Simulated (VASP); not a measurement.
Crystal: Be.

```
Be
1.0
     1.12672   -1.95775    0.01889
    -3.35396   -1.94262   -0.03409
    -0.08329    0.02049   -7.14619
Be
8
Direct
  0.46159 0.86342 0.63558
  0.48316 0.83744 0.13658
  0.08374 0.35310 0.62971
  0.02347 0.26428 0.11074
  0.97496 0.63577 0.87405
  0.98371 0.69874 0.37457
  0.46783 0.16006 0.88002
  0.52154 0.18719 0.35875
```

* Program: VASP 6.6.1
* Task: relaxation of cell and atoms
* Functional: PBE
* Potentials or basis: VASP PAW PBE potentials, release 64 (Be)
* Cutoff: 600 eV
* k mesh: 10 × 6 × 4
* Occupations: gaussian, width 0.1 eV
* Spin: no spin polarisation

At the start: pressure 5.3 GPa; volume 7.82 Å³/atom.

Where does the relaxation end?

Over 12 steps the energy falls by 110.7 meV/atom and the volume is 7.93 Å³/atom (+1.4 %); space group P1 (No. 1, to 0.1 Å) before, P6_3/mmc (No. 194, to 0.1 Å).

The path:
```csv
step,energy change (eV),largest force (eV/Å),pressure (GPa),volume (Å³)
1,0.0000,2.4808,5.32,62.56
2,-0.5909,0.9899,-1.95,64.93
3,-0.6547,0.6350,-4.26,66.08
4,-0.7766,0.4838,-1.20,64.19
5,-0.8107,0.5468,1.77,62.65
6,-0.8618,0.2970,0.94,62.97
7,-0.8748,0.1725,0.39,63.23
8,-0.8831,0.0798,-0.20,63.53
9,-0.8834,0.0676,-0.33,63.61
10,-0.8850,0.0328,0.01,63.42
11,-0.8851,0.0266,0.13,63.36
12,-0.8853,0.0116,-0.02,63.44
```

Final structure:
```
Be
1.0
     1.14150   -1.97720   -0.00002
    -3.39113   -1.95799    0.00041
    -0.00105    0.00030   -7.09594
Be
8
Cartesian
  -2.2509 -2.6174 -4.4348
  -2.2489 -2.6171 -0.8863
  -1.1263 -0.6500 -4.4356
  0.0164 -2.6252 -0.8870
  -2.2659 -1.3087 -6.2087
  -2.2670 -1.3091 -2.6595
  -0.0004 -1.3168 -6.2093
  -0.0011 -1.3180 -2.6609
```
